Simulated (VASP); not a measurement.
# ZnS (P6_3mc) in VASP: a series of runs

The runs below take ZnS through single point, with PBEsol.

Everything below comes from runs of VASP 6.6.1. Logs are shortened: lines on timing, memory, paths and dates and some standing lists are left out, and cuts for length are marked.

### 1 The cell of the first run

The structure is hexagonal, space group P6_3mc (No. 186). Conventional cell: a = 3.855 Å, b = 3.855 Å, c = 17.908 Å, α = 90.00°, β = 90.00°, γ = 120.00°. Within 3.0 Å of Zn (site symmetry 3m) lie 4 S at 2.24 to 2.35 Å. Zn (site symmetry 3m) has 4 S at 2.06 to 2.41 Å within 2.7 Å. Within 3.0 Å of Zn (site symmetry 3m) lie 4 S at 2.24 to 2.35 Å. Within 3.0 Å of S (site symmetry 3m) lie 4 Zn at 2.24 to 2.41 Å. Within 2.7 Å of S (site symmetry 3m) lie 4 Zn at 2.06 to 2.35 Å. Within 3.0 Å of S (site symmetry 3m) lie 4 Zn at 2.24 to 2.35 Å.

### 2 Single point, PBEsol

File INCAR:

```
PREC = Accurate
ENCUT = 520
EDIFF = 1E-6
ISMEAR = 0
SIGMA = 0.05
LREAL = F
LASPH = T
NELM = 100
ALGO = Normal
ISIF = 2
LWAVE = F
LCHARG = F
GGA = PS
NBANDS = 66
```

File KPOINTS:

```
Automatic mesh
0
Gamma
  9 9 2
```

File POSCAR:

```
ZnS
1.0
    3.8550092925      0.0000000000      0.0000000000
   -1.9275046462      3.3385359792      0.0000000000
    0.0000000000      0.0000000000     17.9084456684
Zn S
6 6
Direct
    0.0000000000      0.0000000000      0.0000277175
    0.0000000000      0.0000000000      0.5000277175
    0.3333333333      0.6666666667      0.1767974572
    0.6666666667      0.3333333333      0.6767974572
    0.6666666667      0.3333333333      0.3332753580
    0.3333333333      0.6666666667      0.8332753580
    0.0000000000      0.0000000000      0.1251125986
    0.0000000000      0.0000000000      0.6251125986
    0.3333333333      0.6666666667      0.2916367831
    0.6666666667      0.3333333333      0.7916367831
    0.6666666667      0.3333333333      0.4581259436
    0.3333333333      0.6666666667      0.9581259436
```

Potentials or basis: VASP PAW PBE potentials, release 64 (Zn, S).

Started as:

```sh
cat potpaw_PBE.64/Zn/POTCAR potpaw_PBE.64/S/POTCAR > POTCAR
mpirun -np 1 vasp_std > vasp.out
```

OUTCAR:

```text
PREC = Accurate
   ENCUT = 520
   EDIFF = 1E-6
   ISMEAR = 0
   LREAL = F
   LASPH = T
   NELM = 100
   ISIF = 2
   GGA = PS

 ion  position               nearest neighbor table
   1  0.000  0.000  0.000-   7 2.24  12 2.35  12 2.35  12 2.35
   2  0.000  0.000  0.500-   8 2.24  11 2.35  11 2.35  11 2.35
   3  0.333  0.667  0.177-   9 2.06   7 2.41   7 2.41   7 2.41
   4  0.667  0.333  0.677-  10 2.06   8 2.41   8 2.41   8 2.41
   5  0.667  0.333  0.333-  11 2.24   9 2.35   9 2.35   9 2.35
   6  0.333  0.667  0.833-  12 2.24  10 2.35  10 2.35  10 2.35
   7  0.000  0.000  0.125-   1 2.24   3 2.41   3 2.41   3 2.41
   8  0.000  0.000  0.625-   2 2.24   4 2.41   4 2.41   4 2.41
   9  0.333  0.667  0.292-   3 2.06   5 2.35   5 2.35   5 2.35
  10  0.667  0.333  0.792-   4 2.06   6 2.35   6 2.35   6 2.35
  11  0.667  0.333  0.458-   5 2.24   2 2.35   2 2.35   2 2.35
  12  0.333  0.667  0.958-   6 2.24   1 2.35   1 2.35   1 2.35

  LATTYP: Found a hexagonal cell.
 ALAT       =     3.8550092925
 C/A-ratio  =     4.6455000000

  Lattice vectors:

 A1 = (   3.8550092925,   0.0000000000,   0.0000000000)
 A2 = (  -1.9275046462,   3.3385359792,   0.0000000000)
 A3 = (   0.0000000000,   0.0000000000,  17.9084456684)

Analysis of symmetry for initial positions (statically):
=====================================================================
 Subroutine PRICEL returns:
 Original cell was already a primitive cell.

 Routine SETGRP: Setting up the symmetry group for a
 hexagonal supercell.

 Subroutine GETGRP returns: Found 12 space group operations
 (whereof  6 operations were pure point group operations)
 out of a pool of 24 trial point group operations.

The static configuration has the point symmetry C_3v.
 The point group associated with its full space group is C_6v.

Analysis of symmetry for dynamics (positions and initial velocities):
=====================================================================
 Subroutine PRICEL returns:
 Original cell was already a primitive cell.

 Routine SETGRP: Setting up the symmetry group for a
 hexagonal supercell.

 Subroutine GETGRP returns: Found 12 space group operations
 (whereof  6 operations were pure point group operations)
 out of a pool of 24 trial point group operations.

The dynamic configuration has the point symmetry C_3v.
 The point group associated with its full space group is C_6v.

 Subroutine INISYM returns: Found 12 space group operations
 (whereof  6 operations are pure point group operations),
 and found     1 'primitive' translations

----------------------------------------------------------------------------------------

                                     Primitive cell

  volume of cell :     230.4833

  direct lattice vectors                    reciprocal lattice vectors
     3.855009293  0.000000000  0.000000000     0.259402747  0.149766246  0.000000000
    -1.927504646  3.338535979  0.000000000     0.000000000  0.299532492  0.000000000
     0.000000000  0.000000000 17.908445668     0.000000000  0.000000000  0.055839575

  length of vectors
     3.855009293  3.855009293 17.908445668     0.299532492  0.299532492  0.055839575

  position of ions in fractional coordinates (direct lattice)
     0.000000000  0.000000000  0.000027717
     0.000000000  0.000000000  0.500027717
     0.333333333  0.666666667  0.176797457
     0.666666667  0.333333333  0.676797457
     0.666666667  0.333333333  0.333275358
     0.333333333  0.666666667  0.833275358
     0.000000000  0.000000000  0.125112599
     0.000000000  0.000000000  0.625112599
     0.333333333  0.666666667  0.291636783
     0.666666667  0.333333333  0.791636783
     0.666666667  0.333333333  0.458125944
     0.333333333  0.666666667  0.958125944

  ion indices of the primitive-cell ions
   primitive index   ion index
                 1           1
                 2           2
                 3           3
                 4           4
                 5           5
                 6           6
                 7           7
                 8           8
                 9           9
                10          10
                11          11
                12          12

----------------------------------------------------------------------------------------

 KPOINTS: Automatic mesh

Automatic generation of k-mesh.
 Grid dimensions read from file:
 generate k-points for:    9    9    2

 Generating k-lattice:

  Cartesian coordinates                     Fractional coordinates (reciprocal lattice)
     0.028822527  0.016640694  0.000000000     0.111111111 -0.000000000  0.000000000
     0.000000000  0.033281388  0.000000000     0.000000000  0.111111111  0.000000000
     0.000000000  0.000000000  0.027919788     0.000000000  0.000000000  0.500000000

  Length of vectors
     0.033281388  0.033281388  0.027919788

  Shift w.r.t. Gamma in fractional coordinates (k-lattice)
     0.000000000  0.000000000  0.000000000

 Subroutine IBZKPT returns following result:
 ===========================================

 Found     24 irreducible k-points:

 Following reciprocal coordinates:
            Coordinates               Weight
  0.000000  0.000000  0.000000      1.000000
  0.111111  0.000000  0.000000      6.000000
  0.222222  0.000000  0.000000      6.000000
  0.333333  0.000000  0.000000      6.000000
  0.444444  0.000000  0.000000      6.000000
  0.111111  0.111111  0.000000      6.000000
[... 16 lines left out ...]
  0.333333  0.222222  0.500000     12.000000
  0.333333  0.333333  0.500000      2.000000
   k-points           NKPTS =     24   k-points in BZ     NKDIM =     24   number of bands    NBANDS=     66
   number of dos      NEDOS =    301   number of ions     NIONS =     12
   total plane-waves  NPLWV = 126000
   dimension x,y,z NGX =    30 NGY =   30 NGZ =  140
   dimension x,y,z NGXF=    60 NGYF=   60 NGZF=  280
   ions per type =               6   6
   NGX,Y,Z   is equivalent  to a cutoff of  12.94, 12.94, 13.00 a.u.
   NGXF,Y,Z  is equivalent  to a cutoff of  25.87, 25.87, 25.99 a.u.
 SYSTEM =  unknown system
   PREC   = accura    normal or accurate (medium, high low for compatibility)
   ISTART =      0    job   : 0-new  1-cont  2-samecut
   ICHARG =      2    charge: 1-file 2-atom 10-const
   ISPIN  =      1    spin polarized calculation?
   LNONCOLLINEAR =      F non collinear calculations
   LSORBIT =      F    spin-orbit coupling
   LASPH  =      T    aspherical Exc in radial PAW
   ENCUT  =  520.0 eV  38.22 Ry    6.18 a.u.   7.17  7.17 33.30*2*pi/ulx,y,z
   NELM   =    100;   NELMIN=  2; NELMDL= -5     # of ELM steps
   EDIFF  = 0.1E-05   stopping-criterion for ELM
   LREAL  =      F    real-space projection
   EDIFFG = 0.1E-04   stopping-criterion for IOM
   NSW    =      0    number of steps for IOM
   IBRION =     -1    ionic relax: 0-MD 1-quasi-New 2-CG
   NFREE  =      0    steps in history (QN), initial steepest desc. (CG)
   ISIF   =      2    stress and relaxation
   ISYM   =      2    0-nonsym 1-usesym 2-fastsym
   POTIM  = 0.5000    time-step for ionic-motion
   TEBEG  =    0.0;   TEEND  =   0.0 temperature during run
   PSTRESS=    0.0 pullay stress
   NELECT =     108.0000    total number of electrons
   NUPDOWN=      -1.0000    fix difference up-down
   EMIN   =  10.00;   EMAX   =-10.00  energy-range for DOS
   EFERMI =   0.00;   METHOD = LEGACY
   ISMEAR =     0;   SIGMA  =   0.05  broadening in eV -4-tet -1-fermi 0-gaus
   EFERMI_NEDOS =   21; number of points for ismear=-14 and -15
   IALGO  =     38    algorithm
   IMIX   =      4    mixing-type and parameters
     AMIX     =   0.40;   BMIX     =  1.00
     AMIX_MAG =   1.60;   BMIX_MAG =  1.00
  volume/ion in A,a.u.               =      19.21       129.61
  Fermi-wavevector in a.u.,A,eV,Ry     =   1.271558  2.402897 21.998724  1.616861
  Thomas-Fermi vector in A             =   2.404485
   LORBIT       =      0    0 simple, 1 ext, 2 COOP (PROOUT), +10 PAW based schemes
   GGA     = PS    functional components
   LHFCALC =     F    Hartree Fock is set to
   AEXX    =    0.0000 exact exchange contribution
   IVDW    =     0    specifies the selected vdW correction
   LEPSILON=     F    determine dielectric tensor
   LRPA    =     F    only Hartree local field effects (RPA)
 non-spin polarized calculation
 Gauss-broadening in eV      SIGMA  =   0.05
  energy-cutoff  :      520.00
  volume of cell :      230.48
 maximum number of plane-waves:      6231
 NGX is ok and might be reduce to    30

 number of electron     108.0000058 magnetization

 Free energy of the ion-electron system (eV)
  ---------------------------------------------------
  ext. energy  EPLUGINS =         0.00000000
  ---------------------------------------------------
  free energy    TOTEN  =       -44.68528738 eV

  energy without entropy =      -44.68528738  energy(sigma->0) =      -44.68528738

 E-fermi :   2.5671     XC(G=0):  -9.9672

 val. band max:        2.3234795145   @ k =   0.0000   0.0000   0.0000
 cond. band min:       4.3146591232   @ k =   0.0000   0.0000   0.0000
 fundamental gap:      1.9911796087
 Fermi energy:         2.5670560270

 k-point     1 :       0.0000    0.0000    0.0000
  band No.  band energies     occupation
      1     -11.3013      2.00000
      2     -11.2310      2.00000
      3     -10.6932      2.00000
      4     -10.4981      2.00000
      5      -9.9595      2.00000
      6      -9.8207      2.00000
[... 58 lines left out ...]
     65       8.7693      0.00000
     66       8.7849      0.00000

 k-point     2 :       0.1111    0.0000    0.0000
  band No.  band energies     occupation
      1     -11.2256      2.00000
      2     -11.1603      2.00000
      3     -10.6217      2.00000
      4     -10.4422      2.00000
      5      -9.9056      2.00000
      6      -9.7797      2.00000
[... 1576 lines left out ...]
     65       8.8882      0.00000
     66       8.8882      0.00000

------------------------ aborting loop because EDIFF is reached ----------------------------------------

  FORCE on cell =-STRESS in cart. coord.  units (eV):
  Direction    XX          YY          ZZ          XY          YZ          ZX
  --------------------------------------------------------------------------------------
  -------------------------------------------------------------------------------------
  Total       -4.2938399     -4.2938399     16.2688484     -0.0000000      0.0000000      0.0000000
  in kB      -29.8481246    -29.8481246    113.0909909     -0.0000000      0.0000000      0.0000000
  external PRESSURE =      17.7982472 kB  Pullay stress =       0.0000000 kB

 VOLUME and BASIS-vectors are now :
 -----------------------------------------------------------------------------
  energy-cutoff  :      520.00
  volume of cell :      230.48
      direct lattice vectors                 reciprocal lattice vectors
     3.855009293  0.000000000  0.000000000     0.259402747  0.149766246  0.000000000
    -1.927504646  3.338535979  0.000000000     0.000000000  0.299532492  0.000000000
     0.000000000  0.000000000 17.908445668     0.000000000  0.000000000  0.055839575

 POSITION                                       TOTAL-FORCE (eV/Angst)
 -----------------------------------------------------------------------------------
      0.00000      0.00000      0.00050         0.000000     -0.000000     -0.282525
      0.00000      0.00000      8.95472        -0.000000      0.000000     -0.282525
     -0.00000      2.22569      3.16617        -0.000000      0.000000     -3.239488
      1.92750      1.11285     12.12039         0.000000      0.000000     -3.239488
      1.92750      1.11285      5.96844        -0.000000     -0.000000     -0.267717
     -0.00000      2.22569     14.92267        -0.000000     -0.000000     -0.267717
      0.00000      0.00000      2.24057         0.000000      0.000000      0.897711
      0.00000      0.00000     11.19480         0.000000     -0.000000      0.897711
     -0.00000      2.22569      5.22276        -0.000000      0.000000      2.541851
      1.92750      1.11285     14.17698         0.000000     -0.000000      2.541851
      1.92750      1.11285      8.20432        -0.000000     -0.000000      0.350167
     -0.00000      2.22569     17.15855         0.000000      0.000000      0.350167
 -----------------------------------------------------------------------------------
    total drift:                               -0.000001     -0.000002      0.003403

  FREE ENERGIE OF THE ION-ELECTRON SYSTEM (eV)
  ---------------------------------------------------
  free  energy   TOTEN  =       -44.6852873806 eV

  energy  without entropy=      -44.6852873806  energy(sigma->0) =      -44.68528738
```

It took 13 min on 1 thread of Oxide Virtual Turin-like, shared host; peak memory 0.45 GiB.

Results:

| Item | Value |
| --- | --- |
| Free energy | -44.6853 eV |
| Pressure | 1.8 GPa |
| Largest force | 3.239 eV/Å |
| Band gap on the k mesh | 1.99 eV |

Forces on the atoms (eV/Å):
```
Zn   0.000  0.000 -0.283
Zn   0.000  0.000 -0.283
Zn   0.000  0.000 -3.239
Zn   0.000  0.000 -3.239
Zn   0.000  0.000 -0.268
Zn   0.000  0.000 -0.268
S    0.000  0.000  0.898
S    0.000  0.000  0.898
S    0.000  0.000  2.542
S    0.000  0.000  2.542
S    0.000  0.000  0.350
S    0.000  0.000  0.350
```

Caveat: the stress differs along the axes, from -3 to 11 GPa; the PAW data sets were made with another functional, which shifts forces and pressure a little.

### 3 Single point, PBEsol

This run uses another cell than the first one, of the same volume but with other edges.

File INCAR:

```
SYSTEM = ZnS
PREC = Accurate
ENCUT = 520
EDIFF = 1E-6
ISMEAR = 0
SIGMA = 0.05
LREAL = .False.
LASPH = .True.
NELM = 60
ALGO = Normal
ISIF = 2
LWAVE = .False.
LCHARG = .False.
GGA = PS
NBANDS = 66
```

File KPOINTS:

```
Automatic mesh
0
Gamma
  9 9 2
  0 0 0
```

File POSCAR:

```
ZnS
1.0
    3.7852258349      0.0000000000      0.0000000000
   -1.8926129174      3.2781017321      0.0000000000
    0.0000000000      0.0000000000     18.5748434008
Zn S
6 6
Direct
    0.0000000000      0.0000000000      0.0000277175
    0.0000000000      0.0000000000      0.5000277175
    0.3333333333      0.6666666667      0.1568457412
    0.6666666667      0.3333333333      0.6568457412
    0.6666666667      0.3333333333      0.3332753580
    0.3333333333      0.6666666667      0.8332753580
    0.0000000000      0.0000000000      0.1251125986
    0.0000000000      0.0000000000      0.6251125986
    0.3333333333      0.6666666667      0.2916367831
    0.6666666667      0.3333333333      0.7916367831
    0.6666666667      0.3333333333      0.4581259436
    0.3333333333      0.6666666667      0.9581259436
```

Potentials or basis: VASP PAW PBE potentials, release 64 (Zn, S).

Started as:

```sh
cat potpaw_PBE.64/Zn/POTCAR potpaw_PBE.64/S/POTCAR > POTCAR
mpirun -np 1 vasp_std > vasp.out
```

It took 15 min on 1 thread of Oxide Virtual Turin-like, shared host; peak memory 0.44 GiB.

The run converged. Its results:

```
Free energy            : -45.2863 eV
Pressure               : 0.6 GPa
Largest force          : 1.147 eV/Å
Band gap on the k mesh : 2.02 eV
```

Forces in eV/Å, atoms in the order of the input:
```
Zn   0.000  0.000 -0.219
Zn   0.000  0.000 -0.219
Zn   0.000  0.000  1.147
Zn   0.000  0.000  1.147
Zn   0.000  0.000 -0.216
Zn   0.000  0.000 -0.216
S    0.000  0.000 -0.355
S    0.000  0.000 -0.355
S    0.000  0.000 -0.514
S    0.000  0.000 -0.514
S    0.000  0.000  0.157
S    0.000  0.000  0.157
```

Stress tensor (GPa, compression positive):
```
 1.28  0.00  0.00
 0.00  1.28  0.00
 0.00  0.00 -0.75
```

Levels at points of the mesh, in eV from the valence-band top:
| k point | band 50 | band 51 | band 52 | band 53 | band 54 | band 55 | band 56 | band 57 | band 58 | band 59 |
| --- | --- | --- | --- | --- | --- | --- | --- | --- | --- | --- |
| (0.00, 0.00, 0.00) | -0.10 | -0.10 | -0.05 | 0.00 | 0.00 | 2.02 | 2.71 | 2.89 | 3.19 | 3.42 |
| (0.00, 0.00, 0.50) | -0.56 | -0.04 | -0.04 | -0.04 | -0.04 | 2.46 | 2.46 | 2.91 | 2.91 | 3.54 |

Caveat: the PAW data sets were made with another functional, which shifts forces and pressure a little.
